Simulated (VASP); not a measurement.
# MgS (Fm-3m) in VASP: single point with LDA

Aim: the single point of MgS with LDA.

All numbers are computed with VASP 6.6.1; they aren't measurements. Logs are shortened: lines on timing, memory, paths and dates and some standing lists are left out, and cuts for length are marked.

## 1. The cell of the first run

Symmetry: Fm-3m, No. 225, cubic system. The conventional cell has a = 5.172 Å, b = 5.172 Å, c = 5.172 Å, α = 90.00°, β = 90.00°, γ = 90.00°. Mg (site symmetry m-3m) has 6 S at 2.59 Å within 3.4 Å. S (site symmetry m-3m) has 6 Mg at 2.59 Å within 3.4 Å.

## 2. Single point, LDA

File INCAR:

```
PREC = Accurate ; ENCUT = 750
EDIFF = 1E-6 ; ISMEAR = 0
SIGMA = 0.01 ; LREAL = F
LASPH = T ; NELM = 120
ALGO = Normal ; ISIF = 2
LWAVE = F ; LCHARG = F
NBANDS = 15 ; GGA_COMPAT = F
```

File KPOINTS:

```
Automatic mesh
0
Gamma
  8 8 8
```

File POSCAR:

```
MgS
1.0
    2.5860869286      2.5860869286      0.0000000000
   -2.5860869286      2.5860869286      0.0000000000
    0.0000000000      2.5860869286      2.5860869286
Mg S
1 1
Direct
    0.0000000000      0.0000000000      0.0000000000
    0.5000000000      0.5000000000      0.0000000000
```

Potentials or basis: VASP PAW LDA potentials, release 64 (Mg_sv, S).

The run is started by

```sh
$ cat potpaw_LDA.64/Mg_sv/POTCAR potpaw_LDA.64/S/POTCAR > POTCAR
$ mpirun -np 1 vasp_std > vasp.out
```

OUTCAR:

```text
PREC = Accurate
   ENCUT = 750
   EDIFF = 1E-6
   ISMEAR = 0
   LREAL = F
   LASPH = T
   NELM = 120
   ISIF = 2

 ion  position               nearest neighbor table
   1  0.000  0.000  0.000-
   2  0.500  0.500  0.000-

  LATTYP: Found a face centered cubic cell.
 ALAT       =     5.1721738572

  Lattice vectors:

 A1 = (   0.0000000000,   2.5860869286,   2.5860869286)
 A2 = (   2.5860869286,   0.0000000000,   2.5860869286)
 A3 = (   2.5860869286,   2.5860869286,   0.0000000000)

Analysis of symmetry for initial positions (statically):
=====================================================================
 Subroutine PRICEL returns:
 Original cell was already a primitive cell.

 Routine SETGRP: Setting up the symmetry group for a
 face centered cubic supercell.

 Subroutine GETGRP returns: Found 48 space group operations
 (whereof 48 operations were pure point group operations)
 out of a pool of 48 trial point group operations.

The static configuration has the point symmetry O_h .

Analysis of symmetry for dynamics (positions and initial velocities):
=====================================================================
 Subroutine PRICEL returns:
 Original cell was already a primitive cell.

 Routine SETGRP: Setting up the symmetry group for a
 face centered cubic supercell.

 Subroutine GETGRP returns: Found 48 space group operations
 (whereof 48 operations were pure point group operations)
 out of a pool of 48 trial point group operations.

The dynamic configuration has the point symmetry O_h .

 Subroutine INISYM returns: Found 48 space group operations
 (whereof 48 operations are pure point group operations),
 and found     1 'primitive' translations

----------------------------------------------------------------------------------------

                                     Primitive cell

  volume of cell :      34.5907

  direct lattice vectors                    reciprocal lattice vectors
     2.586086929  2.586086929  0.000000000     0.193342302  0.193342302 -0.193342302
    -2.586086929  2.586086929  0.000000000    -0.193342302  0.193342302 -0.193342302
     0.000000000  2.586086929  2.586086929     0.000000000  0.000000000  0.386684604

  length of vectors
     3.657279208  3.657279208  3.657279208     0.334878690  0.334878690  0.386684604

  position of ions in fractional coordinates (direct lattice)
[... 82 lines left out ...]
   NSW    =      0    number of steps for IOM
   IBRION =     -1    ionic relax: 0-MD 1-quasi-New 2-CG
   NFREE  =      0    steps in history (QN), initial steepest desc. (CG)
   ISIF   =      2    stress and relaxation
   ISYM   =      2    0-nonsym 1-usesym 2-fastsym
   POTIM  = 0.5000    time-step for ionic-motion
   TEBEG  =    0.0;   TEEND  =   0.0 temperature during run
   PSTRESS=    0.0 pullay stress
   NELECT =      16.0000    total number of electrons
   NUPDOWN=      -1.0000    fix difference up-down
   EMIN   =  10.00;   EMAX   =-10.00  energy-range for DOS
   EFERMI =   0.00;   METHOD = LEGACY
   ISMEAR =     0;   SIGMA  =   0.01  broadening in eV -4-tet -1-fermi 0-gaus
   EFERMI_NEDOS =   21; number of points for ismear=-14 and -15
   IALGO  =     38    algorithm
   IMIX   =      4    mixing-type and parameters
     AMIX     =   0.40;   BMIX     =  1.00
     AMIX_MAG =   1.60;   BMIX_MAG =  1.00
  volume/ion in A,a.u.               =      17.30       116.71
  Fermi-wavevector in a.u.,A,eV,Ry     =   1.266082  2.392547 21.809631  1.602963
  Thomas-Fermi vector in A             =   2.399301
   LORBIT       =      0    0 simple, 1 ext, 2 COOP (PROOUT), +10 PAW based schemes
   GGA     = CA    functional components
   LHFCALC =     F    Hartree Fock is set to
   AEXX    =    0.0000 exact exchange contribution
   IVDW    =     0    specifies the selected vdW correction
   LEPSILON=     F    determine dielectric tensor
   LRPA    =     F    only Hartree local field effects (RPA)
 non-spin polarized calculation
 Gauss-broadening in eV      SIGMA  =   0.01
  energy-cutoff  :      750.00
  volume of cell :       34.59
 maximum number of plane-waves:      1639
 NGX is ok and might be reduce to    36
   NGX = 17   NGY = 17   NGZ = 17

 number of electron      15.9999997 magnetization

 Free energy of the ion-electron system (eV)
  ---------------------------------------------------
  ext. energy  EPLUGINS =         0.00000000
  ---------------------------------------------------
  free energy    TOTEN  =        -9.48873804 eV

  energy without entropy =       -9.48873804  energy(sigma->0) =       -9.48873804

 E-fermi :   3.7284     XC(G=0): -10.2459

 val. band max:        3.5895627318   @ k =   0.0000   0.0000   0.0000
 cond. band min:       6.2080800833   @ k =   0.5000   0.5000   0.0000
 fundamental gap:      2.6185173516
 Fermi energy:         3.7284335179

 k-point     1 :       0.0000    0.0000    0.0000
  band No.  band energies     occupation
      1     -70.2396      2.00000
      2     -37.7316      2.00000
      3     -37.7316      2.00000
      4     -37.7316      2.00000
      5      -9.1514      2.00000
      6       3.5896      2.00000
      7       3.5896      2.00000
      8       3.5896      2.00000
      9       7.2378      0.00000
     10      11.4120      0.00000
     11      11.4120      0.00000
     12      11.4120      0.00000
     13      13.8723      0.00000
     14      13.8723      0.00000
[... 401 lines left out ...]
      2     -37.7379      2.00000
      3     -37.7344      2.00000
      4     -37.7331      2.00000
      5      -7.5615      2.00000
      6      -0.8693      2.00000
      7       1.3653      2.00000
      8       2.3872      2.00000
      9       9.0385      0.00000
     10       9.5812      0.00000
     11      11.9132      0.00000
     12      12.9650      0.00000
     13      15.7723      0.00000
     14      16.8056      0.00000
     15      19.0623      0.00000

 [... further k-points ...]
[... 5 lines left out ...]
  --------------------------------------------------------------------------------------
  -------------------------------------------------------------------------------------
  Total       -0.4701905     -0.4701905     -0.4701905      0.0000000     -0.0000000      0.0000000
  in kB      -21.7783532    -21.7783532    -21.7783532      0.0000000     -0.0000000      0.0000000
  external PRESSURE =     -21.7783532 kB  Pullay stress =       0.0000000 kB

 VOLUME and BASIS-vectors are now :
 -----------------------------------------------------------------------------
  energy-cutoff  :      750.00
  volume of cell :       34.59
      direct lattice vectors                 reciprocal lattice vectors
     2.586086929  2.586086929  0.000000000     0.193342302  0.193342302 -0.193342302
    -2.586086929  2.586086929  0.000000000    -0.193342302  0.193342302 -0.193342302
     0.000000000  2.586086929  2.586086929     0.000000000  0.000000000  0.386684604

 POSITION                                       TOTAL-FORCE (eV/Angst)
 -----------------------------------------------------------------------------------
      0.00000      0.00000      0.00000         0.000000     -0.000000      0.000000
      0.00000      2.58609      0.00000        -0.000000      0.000000      0.000000
 -----------------------------------------------------------------------------------
    total drift:                               -0.000000      0.000000     -0.000000

  FREE ENERGIE OF THE ION-ELECTRON SYSTEM (eV)
  ---------------------------------------------------
  free  energy   TOTEN  =        -9.4887380366 eV

  energy  without entropy=       -9.4887380366  energy(sigma->0) =       -9.48873804
```

Wall time 21 s (1 thread of Intel Xeon Platinum 8259CL at 2.50GHz (Skylake/Cascade Lake), shared host); peak memory 0.17 GiB.

What came out:

```yaml
Free_energy: -9.4887 eV
Pressure: -2.2 GPa
Band_gap_on_the_k_mesh: 2.62 eV (least direct gap 3.65 eV)
```

A k mesh can miss the band edges.
